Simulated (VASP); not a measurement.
# Zn12O (a cell with a defect) in VASP: notebook, part 3 of 3

VASP 6.6.1. The steps go on from the part before.

## Step 5: Single point, PBE

INCAR

```
SYSTEM = Zn12O
PREC = Accurate
ENCUT = 520
EDIFF = 1E-6
ISMEAR = -1
SIGMA = 0.15
LREAL = .False.
LASPH = .True.
NELM = 80
ALGO = Normal
ISIF = 2
LWAVE = .False.
LCHARG = .False.
GGA = PE
NBANDS = 87
```

KPOINTS

```
regular mesh
0
Gamma
  2 2 2
  0 0 0
```

POSCAR

```
Zn12O
1.0
    5.3200000000      0.0000000000      0.0000000000
   -3.9900000000      6.9108830000      0.0000000000
    0.0000000000      0.0000000000      4.9369600000
Zn O
12 1
Direct
    0.0412770422      0.0878180111      0.1693349754
    0.1712563195      0.2146324862      0.6642954369
   -0.0490659079      0.3322730250     -0.0450884755
    0.1974341245      0.5014409881      0.4037302307
   -0.0270928921      0.6463573468     -0.1736088605
    0.1580727021      0.8679064600      0.5041361486
    0.3577315371     -0.0543780006     -0.0030788177
    0.6729996564      0.2307664592      0.4639089642
    0.4893368656      0.3501433898      0.0230911330
    0.7107564305      0.5619108296      0.4005703915
    0.5041316822      0.6526517668     -0.0354266593
    0.6919336571      0.8828538987      0.5514729712
    0.6682933218      0.9189274366      0.9981040964
```

Potentials or basis: VASP PAW PBE potentials, release 64 (Zn, O).

The run is started by

```console
$ cat potpaw_PBE.64/Zn/POTCAR potpaw_PBE.64/O/POTCAR > POTCAR
$ mpirun -np 1 vasp_std > vasp.out
```

OUTCAR:

```text
SYSTEM = Zn12O
   PREC = Accurate
   ENCUT = 520
   EDIFF = 1E-6
   ISMEAR = -1
   LREAL = .False.
   LASPH = .True.
   NELM = 80
   ISIF = 2
   GGA = PE

 ion  position               nearest neighbor table
   1  0.041  0.088  0.169-  13 1.95   9 2.37   3 2.47  12 2.58   7 2.60   2 2.60   2 2.65   6 2.70

   2  0.171  0.215  0.664-   9 2.31   3 2.33   4 2.57   1 2.60   1 2.65  12 2.66   8 2.79   6 2.84
                             8 2.89
   3  0.951  0.332  0.955-   2 2.33   1 2.47   5 2.53   9 2.55   4 2.58   8 2.74  11 2.77   9 2.82
                             8 2.82   4 3.03
   4  0.197  0.501  0.404-  10 2.52   8 2.55   2 2.57   3 2.58  11 2.62  10 2.86   5 2.92  12 2.95
                             3 3.03   9 3.05
   5  0.973  0.646  0.826-   6 2.21   7 2.39  10 2.42   3 2.53  11 2.61   9 2.66  11 2.88   4 2.92
[... 11 lines left out ...]
  11  0.504  0.653  0.965-  13 1.86   9 2.39  12 2.59   5 2.61   4 2.62  10 2.68   3 2.77   7 2.81
                             5 2.88
  12  0.692  0.883  0.551-  13 2.24   6 2.55   1 2.58  11 2.59   2 2.66  10 2.72   6 2.79   8 2.86
                             4 2.95   7 3.02
  13  0.668  0.919  0.998-   7 1.77  11 1.86   1 1.95  12 2.24

  LATTYP: Found a simple monoclinic cell.
 ALAT       =     5.3200000000
 B/A-ratio  =     0.9280000000
 C/A-ratio  =     1.3228757068
 COS(beta)  =    -0.1889822292

  Lattice vectors:

 A1 = (   5.3200000000,   0.0000000000,   0.0000000000)
 A2 = (   0.0000000000,   0.0000000000,   4.9369600000)
 A3 = (  -1.3300000000,  -6.9108830000,   0.0000000000)

Analysis of symmetry for initial positions (statically):
=====================================================================
 Subroutine PRICEL returns:
 Original cell was already a primitive cell.

 Routine SETGRP: Setting up the symmetry group for a
 simple monoclinic supercell.

 Subroutine GETGRP returns: Found  1 space group operations
 (whereof  1 operations were pure point group operations)
 out of a pool of  4 trial point group operations.

The static configuration has the point symmetry C_1 .

Analysis of symmetry for dynamics (positions and initial velocities):
=====================================================================
 Subroutine PRICEL returns:
 Original cell was already a primitive cell.

 Routine SETGRP: Setting up the symmetry group for a
 simple monoclinic supercell.

 Subroutine GETGRP returns: Found  1 space group operations
 (whereof  1 operations were pure point group operations)
 out of a pool of  4 trial point group operations.

The dynamic configuration has the point symmetry C_1 .

 Subroutine INISYM returns: Found  1 space group operations
 (whereof  1 operations are pure point group operations),
 and found     1 'primitive' translations

----------------------------------------------------------------------------------------

                                     Primitive cell

  volume of cell :     181.5118

  direct lattice vectors                    reciprocal lattice vectors
[... 67 lines left out ...]
  0.500000  0.000000  0.000000      1.000000
  0.000000  0.500000  0.000000      1.000000
  0.500000  0.500000  0.000000      1.000000
  0.000000  0.000000  0.500000      1.000000
  0.500000  0.000000  0.500000      1.000000
  0.000000  0.500000  0.500000      1.000000
  0.500000  0.500000  0.500000      1.000000
   k-points           NKPTS =      8   k-points in BZ     NKDIM =      8   number of bands    NBANDS=     87
   number of dos      NEDOS =    301   number of ions     NIONS =     13
   total plane-waves  NPLWV =  96000
   dimension x,y,z NGX =    40 NGY =   60 NGZ =   40
   dimension x,y,z NGXF=    80 NGYF=  120 NGZF=   80
   ions per type =              12   1
   NGX,Y,Z   is equivalent  to a cutoff of  12.50, 12.50, 13.47 a.u.
   NGXF,Y,Z  is equivalent  to a cutoff of  25.00, 25.00, 26.94 a.u.
 SYSTEM =  Zn12O
   PREC   = accura    normal or accurate (medium, high low for compatibility)
   ISTART =      0    job   : 0-new  1-cont  2-samecut
   ICHARG =      2    charge: 1-file 2-atom 10-const
   ISPIN  =      1    spin polarized calculation?
   LNONCOLLINEAR =      F non collinear calculations
   LSORBIT =      F    spin-orbit coupling
   LASPH  =      T    aspherical Exc in radial PAW
   ENCUT  =  520.0 eV  38.22 Ry    6.18 a.u.   9.89 14.84  9.18*2*pi/ulx,y,z
   NELM   =     80;   NELMIN=  2; NELMDL= -5     # of ELM steps
   EDIFF  = 0.1E-05   stopping-criterion for ELM
   LREAL  =      F    real-space projection
   EDIFFG = 0.1E-04   stopping-criterion for IOM
   NSW    =      0    number of steps for IOM
   IBRION =     -1    ionic relax: 0-MD 1-quasi-New 2-CG
   NFREE  =      0    steps in history (QN), initial steepest desc. (CG)
   ISIF   =      2    stress and relaxation
   ISYM   =      2    0-nonsym 1-usesym 2-fastsym
   POTIM  = 0.5000    time-step for ionic-motion
   TEBEG  =    0.0;   TEEND  =   0.0 temperature during run
   PSTRESS=    0.0 pullay stress
   NELECT =     150.0000    total number of electrons
   NUPDOWN=      -1.0000    fix difference up-down
   EMIN   =  10.00;   EMAX   =-10.00  energy-range for DOS
   EFERMI =   0.00;   METHOD = LEGACY
   ISMEAR =    -1;   SIGMA  =   0.15  broadening in eV -4-tet -1-fermi 0-gaus
   EFERMI_NEDOS =   21; number of points for ismear=-14 and -15
   IALGO  =     38    algorithm
   IMIX   =      4    mixing-type and parameters
     AMIX     =   0.40;   BMIX     =  1.00
     AMIX_MAG =   1.60;   BMIX_MAG =  1.00
  volume/ion in A,a.u.               =      13.96        94.22
  Fermi-wavevector in a.u.,A,eV,Ry     =   1.536280  2.903148 32.111867  2.360156
  Thomas-Fermi vector in A             =   2.642951
   LORBIT       =      0    0 simple, 1 ext, 2 COOP (PROOUT), +10 PAW based schemes
   GGA     = PE    functional components
[... 5 lines left out ...]
 non-spin polarized calculation
  energy-cutoff  :      520.00
  volume of cell :      181.51
 maximum number of plane-waves:      4912
 NGX is ok and might be reduce to    40
   NGX = 19   NGY = 29   NGZ = 19

 number of electron     150.0000011 magnetization

 Free energy of the ion-electron system (eV)
  ---------------------------------------------------
  ext. energy  EPLUGINS =         0.00000000
  ---------------------------------------------------
  free energy    TOTEN  =       -17.55706640 eV

  energy without entropy =      -17.32260854  energy(sigma->0) =      -17.43983747

 E-fermi :   3.2489     XC(G=0): -11.7235

 val. band max:        3.1215789858   @ k =   0.5000   0.0000   0.0000
 cond. band min:       3.3619420740   @ k =   0.5000   0.0000   0.0000
 fundamental gap:      0.2403630882
 Fermi energy:         3.2488870147

 k-point     1 :       0.0000    0.0000    0.0000
  band No.  band energies     occupation
      1     -16.6212      2.00000
      2      -7.0229      2.00000
      3      -5.7288      2.00000
      4      -5.4816      2.00000
      5      -5.3934      2.00000
      6      -5.3055      2.00000
[... 709 lines left out ...]
     86       9.0573      0.00000
     87       9.1341      0.00000

------------------------ aborting loop because EDIFF is reached ----------------------------------------

  FORCE on cell =-STRESS in cart. coord.  units (eV):
  Direction    XX          YY          ZZ          XY          YZ          ZX
  --------------------------------------------------------------------------------------
  -------------------------------------------------------------------------------------
  Total       15.3210649     15.3309811     17.9926306      1.2619194     -1.2199592      1.2296862
  in kB      135.2367586    135.3242875    158.8182710     11.1387747    -10.7683981     10.8542573
  external PRESSURE =     143.1264390 kB  Pullay stress =       0.0000000 kB

 VOLUME and BASIS-vectors are now :
 -----------------------------------------------------------------------------
  energy-cutoff  :      520.00
  volume of cell :      181.51
      direct lattice vectors                 reciprocal lattice vectors
     5.320000000  0.000000000  0.000000000     0.187969925  0.108524482  0.000000000
    -3.990000000  6.910883000  0.000000000     0.000000000  0.144699310  0.000000000
     0.000000000  0.000000000  4.936960000     0.000000000  0.000000000  0.202553798

 POSITION                                       TOTAL-FORCE (eV/Angst)
 -----------------------------------------------------------------------------------
     -0.13080      0.60690      0.83600         0.281684     -0.654213      0.802955
      0.05470      1.48330      3.27960         0.698412     -0.594991     -1.966880
      3.73320      2.29630      4.71436        -0.778669      1.026650      0.293003
     -0.95040      3.46540      1.99320        -0.495515      0.503691      0.492121
      2.59690      4.46690      4.07986         0.151917     -1.883143      1.495930
     -2.62200      5.99800      2.48890         0.615770      1.852150     -1.588142
     -1.86990      6.53508      4.92176        -2.849283      1.363019      0.512343
      2.65960      1.59480      2.29030        -0.273790     -0.484020      0.311801
      1.20620      2.41980      0.11400         1.206723      0.075773      0.120648
      1.53920      3.88330      1.97760        -0.041971     -0.111559      0.239256
      0.07790      4.51040      4.76206        -0.397808     -1.397101     -0.050466
      0.15850      6.10130      2.72260        -0.630571      0.065469     -0.147807
     -0.11120      6.35060      4.92760         2.513100      0.238276     -0.514762
 -----------------------------------------------------------------------------------
    total drift:                                0.000377     -0.000947     -0.002545

  FREE ENERGIE OF THE ION-ELECTRON SYSTEM (eV)
  ---------------------------------------------------
  free  energy   TOTEN  =       -17.5570664047 eV

  energy  without entropy=      -17.3226085396  energy(sigma->0) =      -17.43983747
```

Run time: 6.4 min. Hardware: 1 thread of AMD EPYC 7R13, shared host; peak memory 0.3 GiB.

Results:

```
Free energy            : -17.5571 eV
Pressure               : 14.3 GPa
Largest force          : 3.200 eV/Å
Band gap on the k mesh : zero (band 75 reaches 3.54 eV, above the bottom of band 76 at 3.07 eV)
```

Forces in eV/Å, atoms in the order of the input:
```
Zn   0.282 -0.654  0.803
Zn   0.698 -0.595 -1.967
Zn  -0.779  1.027  0.293
Zn  -0.496  0.504  0.492
Zn   0.152 -1.883  1.496
Zn   0.616  1.852 -1.588
Zn  -2.849  1.363  0.512
Zn  -0.274 -0.484  0.312
Zn   1.207  0.076  0.121
Zn  -0.042 -0.112  0.239
Zn  -0.398 -1.397 -0.050
Zn  -0.631  0.065 -0.148
O    2.513  0.238 -0.515
```

Stress tensor (GPa, compression positive):
```
13.52  1.11  1.09
 1.11 13.53 -1.08
 1.09 -1.08 15.88
```

Levels at points of the mesh, in eV from the Fermi level:
| k point | band 73 | band 74 | band 75 | band 76 | band 77 | band 78 |
| --- | --- | --- | --- | --- | --- | --- |
| (0.00, 0.00, 0.00) | -1.11 | -0.28 | 0.18 | 0.57 | 0.82 | 1.09 |
| (0.50, 0.00, 0.00) | -0.99 | -0.78 | -0.58 | -0.13 | 0.11 | 1.37 |
| (0.00, 0.50, 0.00) | -1.64 | -0.75 | -0.43 | -0.14 | 0.91 | 1.78 |
| (0.50, 0.50, 0.00) | -1.22 | -0.90 | 0.29 | 0.47 | 1.23 | 1.62 |
| (0.00, 0.00, 0.50) | -1.77 | -1.64 | -1.16 | 0.49 | 0.84 | 1.60 |
| (0.50, 0.00, 0.50) | -0.64 | -0.27 | 0.21 | 1.03 | 1.91 | 2.29 |
| (0.00, 0.50, 0.50) | -1.47 | -1.27 | -0.98 | -0.18 | 0.21 | 0.81 |
| (0.50, 0.50, 0.50) | -2.19 | -1.25 | -0.73 | 0.66 | 3.88 | 4.16 |

Caveat: the k points lie up to 0.68 Å⁻¹ apart.
